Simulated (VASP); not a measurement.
# SrO (Fm-3m) in VASP: a series of runs, part 2 of 2

VASP 6.6.1.

## (3) Relaxation of cell and atoms, revPBE

INCAR

```
SYSTEM = SrO
PREC     = Accurate       ! precision mode
ENCUT    = 600            ! plane-wave cutoff, eV
EDIFF    = 1E-7           ! SCF threshold, eV
ISMEAR   = -1             ! smearing method
SIGMA    = 0.05           ! smearing width, eV
LREAL    = .False.        ! projectors in reciprocal space
LASPH    = .True.         ! aspherical terms in the spheres
NELM     = 80             ! most SCF steps
ALGO     = Normal         ! electronic algorithm
ISIF     = 3              ! what is computed and relaxed
LWAVE    = .False.        ! write WAVECAR
LCHARG   = .False.        ! write CHGCAR
GGA      = RE             ! functional
IBRION   = 2              ! ionic algorithm
NSW      = 60             ! ionic steps
EDIFFG   = -0.01          ! ionic threshold
```

KPOINTS

```
regular mesh
0
Gamma
  9 9 9
  0 0 0
```

POSCAR

```
SrO
1.0
    0.0000000000      2.5663000000      2.5663000000
    2.5663000000      0.0000000000      2.5663000000
    2.5663000000      2.5663000000      0.0000000000
Sr O
1 1
Direct
    0.5000000000      0.5000000000      0.5000000000
    0.0000000000      0.0000000000      0.0000000000
```

Potentials or basis: VASP PAW PBE potentials, release 64 (Sr_sv, O).

The run is started by

```bash
$ cat potpaw_PBE.64/Sr_sv/POTCAR potpaw_PBE.64/O/POTCAR > POTCAR
$ mpirun -np 1 vasp_std > vasp.out
```

OUTCAR:

```text
SYSTEM = SrO
   PREC = Accurate
   ENCUT = 600
   EDIFF = 1E-7
   ISMEAR = -1
   LREAL = .False.
   LASPH = .True.
   NELM = 80
   ISIF = 3
   GGA = RE
   IBRION = 2
   NSW = 60
   EDIFFG = -0.01

 ion  position               nearest neighbor table
   1  0.500  0.500  0.500-   2 2.57   2 2.57   2 2.57   2 2.57   2 2.57   2 2.57
   2  0.000  0.000  0.000-   1 2.57   1 2.57   1 2.57   1 2.57   1 2.57   1 2.57

  LATTYP: Found a face centered cubic cell.
 ALAT       =     5.1326000000

  Lattice vectors:

 A1 = (   0.0000000000,   2.5663000000,   2.5663000000)
 A2 = (   2.5663000000,   0.0000000000,   2.5663000000)
 A3 = (   2.5663000000,   2.5663000000,   0.0000000000)

Analysis of symmetry for initial positions (statically):
=====================================================================
 Subroutine PRICEL returns:
 Original cell was already a primitive cell.

 Routine SETGRP: Setting up the symmetry group for a
 face centered cubic supercell.

 Subroutine GETGRP returns: Found 48 space group operations
 (whereof 48 operations were pure point group operations)
 out of a pool of 48 trial point group operations.

The static configuration has the point symmetry O_h .

Analysis of symmetry for dynamics (positions and initial velocities):
=====================================================================
 Subroutine PRICEL returns:
 Original cell was already a primitive cell.

 Routine SETGRP: Setting up the symmetry group for a
 face centered cubic supercell.

 Subroutine GETGRP returns: Found 48 space group operations
 (whereof 48 operations were pure point group operations)
 out of a pool of 48 trial point group operations.

The dynamic configuration has the point symmetry O_h .

 Subroutine INISYM returns: Found 48 space group operations
 (whereof 48 operations are pure point group operations),
 and found     1 'primitive' translations

----------------------------------------------------------------------------------------

                                     Primitive cell

  volume of cell :      33.8028

  direct lattice vectors                    reciprocal lattice vectors
     0.000000000  2.566300000  2.566300000    -0.194833028  0.194833028  0.194833028
     2.566300000  0.000000000  2.566300000     0.194833028 -0.194833028  0.194833028
     2.566300000  2.566300000  0.000000000     0.194833028  0.194833028 -0.194833028

  length of vectors
     3.629296265  3.629296265  3.629296265     0.337460704  0.337460704  0.337460704

  position of ions in fractional coordinates (direct lattice)
     0.500000000  0.500000000  0.500000000
     0.000000000  0.000000000  0.000000000

  ion indices of the primitive-cell ions
   primitive index   ion index
                 1           1
                 2           2

----------------------------------------------------------------------------------------

 KPOINTS: regular mesh

Automatic generation of k-mesh.
 Grid dimensions read from file:
 generate k-points for:    9    9    9

 Generating k-lattice:

  Cartesian coordinates                     Fractional coordinates (reciprocal lattice)
    -0.021648114  0.021648114  0.021648114     0.111111111  0.000000000  0.000000000
     0.021648114 -0.021648114  0.021648114     0.000000000  0.111111111  0.000000000
[... 51 lines left out ...]
   ICHARG =      2    charge: 1-file 2-atom 10-const
   ISPIN  =      1    spin polarized calculation?
   LNONCOLLINEAR =      F non collinear calculations
   LSORBIT =      F    spin-orbit coupling
   LASPH  =      T    aspherical Exc in radial PAW
   ENCUT  =  600.0 eV  44.10 Ry    6.64 a.u.   7.25  7.25  7.25*2*pi/ulx,y,z
   NELM   =     80;   NELMIN=  2; NELMDL= -5     # of ELM steps
   EDIFF  = 0.1E-06   stopping-criterion for ELM
   LREAL  =      F    real-space projection
   EDIFFG = -.1E-01   stopping-criterion for IOM
   NSW    =     60    number of steps for IOM
   IBRION =      2    ionic relax: 0-MD 1-quasi-New 2-CG
   NFREE  =      1    steps in history (QN), initial steepest desc. (CG)
   ISIF   =      3    stress and relaxation
   ISYM   =      2    0-nonsym 1-usesym 2-fastsym
   POTIM  = 0.5000    time-step for ionic-motion
   TEBEG  =    0.0;   TEEND  =   0.0 temperature during run
   PSTRESS=    0.0 pullay stress
   NELECT =      16.0000    total number of electrons
   NUPDOWN=      -1.0000    fix difference up-down
   EMIN   =  10.00;   EMAX   =-10.00  energy-range for DOS
   EFERMI =   0.00;   METHOD = LEGACY
   ISMEAR =    -1;   SIGMA  =   0.05  broadening in eV -4-tet -1-fermi 0-gaus
   EFERMI_NEDOS =   21; number of points for ismear=-14 and -15
   IALGO  =     38    algorithm
   IMIX   =      4    mixing-type and parameters
     AMIX     =   0.40;   BMIX     =  1.00
     AMIX_MAG =   1.60;   BMIX_MAG =  1.00
  volume/ion in A,a.u.               =      16.90       114.06
  Fermi-wavevector in a.u.,A,eV,Ry     =   1.275843  2.410995 22.147245  1.627777
  Thomas-Fermi vector in A             =   2.408533
   LORBIT       =      0    0 simple, 1 ext, 2 COOP (PROOUT), +10 PAW based schemes
   GGA     = RE    functional components
   LHFCALC =     F    Hartree Fock is set to
   AEXX    =    0.0000 exact exchange contribution
   IVDW    =     0    specifies the selected vdW correction
   LEPSILON=     F    determine dielectric tensor
   LRPA    =     F    only Hartree local field effects (RPA)
 conjugate gradient relaxation of ions
 non-spin polarized calculation
  energy-cutoff  :      600.00
  volume of cell :       33.80
 maximum number of plane-waves:      1147
 NGX is ok and might be reduce to    30
   NGX = 15   NGY = 15   NGZ = 15

--------------------------------------- Ionic step        1  -------------------------------------------

 number of electron      15.9999997 magnetization

 Free energy of the ion-electron system (eV)
  ---------------------------------------------------
  ext. energy  EPLUGINS =         0.00000000
  ---------------------------------------------------
  free energy    TOTEN  =       -11.42204250 eV

  energy without entropy =      -11.42204250  energy(sigma->0) =      -11.42204250

------------------------ aborting loop because EDIFF is reached ----------------------------------------

  FORCE on cell =-STRESS in cart. coord.  units (eV):
  Direction    XX          YY          ZZ          XY          YZ          ZX
  --------------------------------------------------------------------------------------
  -------------------------------------------------------------------------------------
  Total        1.2854688      1.2854688      1.2854688      0.0000000     -0.0000000     -0.0000000
  in kB       60.9284117     60.9284117     60.9284117      0.0000000     -0.0000000     -0.0000000
  external PRESSURE =      60.9284117 kB  Pullay stress =       0.0000000 kB
[... 59 lines left out ...]
--------------------------------------- Ionic step        3  -------------------------------------------

 number of electron      16.0000004 magnetization

 Free energy of the ion-electron system (eV)
  ---------------------------------------------------
  ext. energy  EPLUGINS =         0.00000000
  ---------------------------------------------------
  free energy    TOTEN  =       -11.46429717 eV

  energy without entropy =      -11.46429717  energy(sigma->0) =      -11.46429717

 E-fermi :   2.6527     XC(G=0):  -9.5440

 val. band max:        1.5181701049   @ k =   0.0000   0.0000   0.0000
 cond. band min:       4.9510059144   @ k =   0.4444   0.4444   0.0000
 fundamental gap:      3.4328358094
 Fermi energy:         2.6527349502

 k-point     1 :       0.0000    0.0000    0.0000
  band No.  band energies     occupation
      1     -31.1742      2.00000
      2     -13.5648      2.00000
      3     -12.8761      2.00000
      4     -12.8761      2.00000
      5     -12.8761      2.00000
      6       1.5182      2.00000
      7       1.5182      2.00000
      8       1.5182      2.00000
      9       5.2061      0.00000
     10       7.6344      0.00000
     11       7.6344      0.00000
     12       7.6344      0.00000
[... 331 lines left out ...]
 k-point    24 :       0.4444    0.4444    0.0000
  band No.  band energies     occupation
      1     -31.0450      2.00000
      2     -13.8842      2.00000
      3     -13.2346      2.00000
      4     -13.1605      2.00000
      5     -13.1605      2.00000
      6       0.9034      2.00000
      7       1.3880      2.00000
      8       1.3880      2.00000
      9       4.9510      0.00000
     10       8.7889      0.00000
     11      11.1942      0.00000
     12      11.4601      0.00000

 [... further k-points ...]

------------------------ aborting loop because EDIFF is reached ----------------------------------------

  FORCE on cell =-STRESS in cart. coord.  units (eV):
  Direction    XX          YY          ZZ          XY          YZ          ZX
  --------------------------------------------------------------------------------------
  -------------------------------------------------------------------------------------
  Total        0.0036568      0.0036568      0.0036568     -0.0000000     -0.0000000      0.0000000
  in kB        0.1620140      0.1620140      0.1620140     -0.0000000     -0.0000000      0.0000000
  external PRESSURE =       0.1620140 kB  Pullay stress =       0.0000000 kB
[... 17 lines left out ...]
  FREE ENERGIE OF THE ION-ELECTRON SYSTEM (eV)
  ---------------------------------------------------
  free  energy   TOTEN  =       -11.4642971722 eV

  energy  without entropy=      -11.4642971722  energy(sigma->0) =      -11.46429717

 reached required accuracy - stopping structural energy minimisation
```

It took 66 s on 1 thread of Intel Xeon Platinum 8259CL at 2.50GHz (Skylake/Cascade Lake), shared host; peak memory 0.18 GiB.

What came out:

```
Free energy                           : -11.4643 eV
Relaxed volume                        : 18.08 Å³/atom
Relaxed cell                          : a = 3.712 Å, b = 3.712 Å, c = 3.712 Å, α = 60.00°, β = 60.00°, γ = 60.00°
Space group after relaxing (to 0.1 Å) : Fm-3m (No. 225)
Energy gained by relaxing             : 21.1 meV/atom
Ionic steps                           : 3
Pressure after relaxing               : 0.0 GPa
Band gap on the k mesh                : 3.43 eV (least direct gap 3.56 eV)
```

The path:
| step | energy change (eV) | largest force (eV/Å) | pressure (GPa) | volume (Å³) |
| --- | --- | --- | --- | --- |
| 1 | 0.0000 | 0.0000 | 6.09 | 33.80 |
| 2 | -0.0374 | 0.0000 | -1.75 | 37.05 |
| 3 | -0.0423 | 0.0000 | 0.02 | 36.16 |

Final structure:
```xyz
2
Lattice="0.0000 2.6247 2.6247 2.6247 0.0000 2.6247 2.6247 2.6247 0.0000" Properties=species:S:1:pos:R:3 pbc="T T T"
Sr    2.6247    2.6247    2.6247
O     0.0000    0.0000    0.0000
```

Caveat: the PAW data sets were made with another functional, which shifts forces and pressure a little; an odd mesh through Γ misses points on the zone boundary, where band edges can lie.

## (4) Relaxation of cell and atoms, BLYP

INCAR

```
  PREC = Accurate
  ENCUT = 600
  EDIFF = 1E-6
  ISMEAR = -1
  SIGMA = 0.05
  LREAL = F
  LASPH = T
  NELM = 100
  ALGO = Normal
  ISIF = 3
  LWAVE = F
  LCHARG = F
  GGA = B5
  ALDAX = 1.0
  AGGAX = 1.0
  AGGAC = 1.0
  ALDAC = 0.0
  IBRION = 2
  NSW = 60
  EDIFFG = -0.01
```

KPOINTS

```
regular mesh
0
Gamma
  9 9 9
```

POSCAR is that of step 3.

The run is started by

```bash
$ cat potpaw_PBE.64/Sr_sv/POTCAR potpaw_PBE.64/O/POTCAR > POTCAR
$ mpirun -np 1 vasp_std > vasp.out
```

Run time: 87 s. Hardware: 1 thread of Intel Xeon Platinum 8259CL at 2.50GHz (Skylake/Cascade Lake), shared host; peak memory 0.18 GiB.

It converged, with:

```
Free energy                           : -11.5009 eV
Relaxed volume                        : 18.16 Å³/atom
Relaxed cell                          : a = 3.717 Å, b = 3.717 Å, c = 3.717 Å, α = 60.00°, β = 60.00°, γ = 60.00°
Space group after relaxing (to 0.1 Å) : Fm-3m (No. 225)
Energy gained by relaxing             : 25.2 meV/atom
Ionic steps                           : 3
Pressure after relaxing               : 0.0 GPa
Band gap on the k mesh                : 3.47 eV (least direct gap 3.60 eV)
```

The path:
```tsv
step	energy change (eV)	largest force (eV/Å)	pressure (GPa)	volume (Å³)
1	0.0000	0.0000	6.85	33.80
2	-0.0421	0.0000	-2.29	37.46
3	-0.0503	0.0000	0.02	36.32
```

Final structure:
```
CELL_PARAMETERS angstrom
0.00000 2.62855 2.62855
2.62855 0.00000 2.62855
2.62855 2.62855 0.00000
ATOMIC_POSITIONS crystal
Sr 0.50000 0.50000 0.50000
O 0.00000 0.00000 0.00000
```

Levels at points of the mesh, in eV from the valence-band top:
| k point | band 6 | band 7 | band 8 | band 9 | band 10 | band 11 |
| --- | --- | --- | --- | --- | --- | --- |
| (0.00, 0.00, 0.00) | 0.00 | 0.00 | 0.00 | 3.76 | 6.06 | 6.06 |

Caveat: the PAW data sets were made with another functional, which shifts forces and pressure a little; an odd mesh through Γ misses points on the zone boundary, where band edges can lie.

## (5) The runs side by side

```csv
level,gap on the mesh (eV),pressure (GPa),relaxed volume (Å³/atom)
RPBE,3.46,0.0,18.25
revPBE,3.43,0.0,18.08
BLYP,3.47,0.0,18.16
```

Alike in all rows: task relaxation of cell and atoms; potentials or basis VASP PAW PBE potentials, release 64 (Sr_sv, O); no spin polarisation; cell relaxed; k mesh 9 × 9 × 9; cutoff (eV) 600; smearing fermi-dirac 0.05 eV.

Caveats: the PAW data sets were made with another functional, which shifts forces and pressure a little; an odd mesh through Γ misses points on the zone boundary, where band edges can lie.

Absolute energies hang on the potentials; compare differences alone.
